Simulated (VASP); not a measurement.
Set up this calculation in VASP 6.6.1, as the native input.

| Item | Value |
| --- | --- |
| Task | relaxation of cell and atoms |
| Functional | PBE |
| Potentials or basis | VASP PAW PBE potentials, release 64 (Mo_sv, W_sv) |
| Cutoff | 500 eV |
| k mesh | 8 × 6 × 4 |
| Occupations | gaussian, width 0.2 eV |
| Spin | no spin polarisation |
| Dipole correction | no |
| Further INCAR settings | ALGO = Normal; EDIFF = 1e-07; IBRION = 2; EDIFFG = -0.025; NSW = 80; ISIF = 3 |

The structure of Mo3W lies in POSCAR:

```
Mo3W
1.0
   -0.0072499363      0.0535048038     -3.2339353030
   -0.0141011659     -4.4816637330      0.0756584442
   -8.9015599832     -0.0282023318     -0.0205035383
Mo W
6 2
Direct
    0.0002314094      0.4878250707      1.0075301945
    0.0018821445      0.5306333449      0.5026110098
    0.4823104972      1.0195938854      0.5069440903
    0.4969105678     -0.0035369995     -0.0052841402
    0.0255612873      0.9661559175      0.7497670242
   -0.0004811463      1.0165095537      0.2371844886
    0.5060200404      0.4984876520      0.7504846433
    0.4875651997      0.4843315752      0.2507626894
```

These files were run (other wordings do the same):

INCAR

```
ALGO     = Normal         # electronic algorithm
EDIFF    = 1E-7           # SCF threshold, eV
EDIFFG   = -0.025         # ionic threshold
ENCUT    = 500            # plane-wave cutoff, eV
GGA      = PE             # functional
GGA_COMPAT= False        
IBRION   = 2              # ionic algorithm
ISIF     = 3              # what is computed and relaxed
ISMEAR   = 0              # smearing method
KPAR     = 4            
LASPH    = True           # aspherical terms in the spheres
LCHARG   = False          # write CHGCAR
LREAL    = False          # projectors in reciprocal space
LWAVE    = False          # write WAVECAR
NELM     = 120            # most SCF steps
NELMIN   = 4            
NSW      = 80             # ionic steps
PREC     = Accurate       # precision mode
SIGMA    = 0.2            # smearing width, eV
```

KPOINTS

```
k-points
0
Gamma
  8 6 4
```

Potentials or basis: VASP PAW PBE potentials, release 64 (Mo_sv, W_sv).

The run is started by

```console
$ cat potpaw_PBE.64/Mo_sv/POTCAR potpaw_PBE.64/W_sv/POTCAR > POTCAR
$ mpirun -np 4 vasp_std > vasp.out
```

It gave:

The relaxed volume is 15.91 Å³/atom, the relaxed cell is a = 3.174 Å, b = 4.479 Å, c = 8.953 Å, α = 89.98°, β = 90.00°, γ = 89.99° and the space group after relaxing (to 0.1 Å) is P4/mmm (No. 123). The energy gained by relaxing is 98.1 meV/atom and the ionic steps are 13. The pressure after relaxing is 0.0 GPa and the largest force after relaxing is 0.019 eV/Å. The band gap on the k mesh is zero (bands 56 and 57 overlap by 1.96 eV).

Caveat: spin-orbit coupling is left out, which moves the levels of the heavy elements.

Wall time 24 min on 4 MPI ranks on AMD EPYC 9R45 96-Core Processor (Zen 5) (shared host), peak memory 0.65 GiB a rank.
